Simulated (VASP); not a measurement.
Here is a VASP 6.6.1 calculation.

File INCAR:

```
SYSTEM = B
PREC = Accurate
ENCUT = 520
EDIFF = 1E-7
ISMEAR = -1
SIGMA = 0.1
LREAL = .False.
LASPH = .True.
NELM = 80
ALGO = Normal
ISIF = 2
LWAVE = .False.
LCHARG = .True.
GGA = CA
LELF = .True.
LVHAR = .True.
NBANDS = 10
```

File KPOINTS:

```
regular mesh
0
Gamma
  24 24 5
  0 0 0
```

POSCAR

```
B
1.0
    1.7185602944      0.0000000000      0.0000000000
   -0.8592801472      1.4883168729      0.0000000000
    0.0000000000      0.0000000000      7.0253990906
B
2
Direct
    0.3333333333      0.6666666667      0.2500000000
    0.6666666667      0.3333333333      0.7500000000
```

Potentials or basis: VASP PAW LDA potentials, release 64 (B).

Launch:

```bash
$ cat potpaw_LDA.64/B/POTCAR > POTCAR
$ mpirun -np 1 vasp_std > vasp.out
```

Question: Estimate the band gap on the k mesh.

Answer: Zero (band 3 reaches 8.75 eV, above the bottom of band 4 at -1.77 eV).

Question: Estimate the pressure.

Answer: -7.7 GPa.

Stress tensor (GPa, compression positive):
```
-11.14   0.00   0.00
  0.00 -11.14   0.00
  0.00   0.00  -0.93
```
